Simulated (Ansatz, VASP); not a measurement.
# MgS: VASP beside Ansatz

```
Mg S
1.0
     3.67929    0.00000    0.00000
     1.83964    3.18636    0.00000
     1.83964    1.06212    3.00413
Mg S
1 1
Direct
  0.00000 0.00000 0.00000
  0.50000 0.50000 0.50000
```

Alike in both runs: task single point; functional PBE0; k mesh 4 × 4 × 4; no spin polarisation.

```csv
,VASP,Ansatz
version,VASP 6.6.1,Ansatz 0.2.0
potentials or method,"VASP PAW PBE potentials, release 64 (Mg, S), cutoff 520 eV","plane waves, PAW"
occupations,"gaussian, width 0.01 eV",fixed
valence electrons in the cell,8,16
```

|  | VASP | Ansatz | Ansatz less VASP |
| --- | --- | --- | --- |
| gap on the k mesh at the Fermi level (eV) | 4.52 | 4.54 | +0.016 |

VASP's potentials hold 8 valence electrons a cell and Ansatz's 16, so a difference there can come from the potentials and not from the codes.

The k mesh is coarse, so the values compare programs but aren't converged.
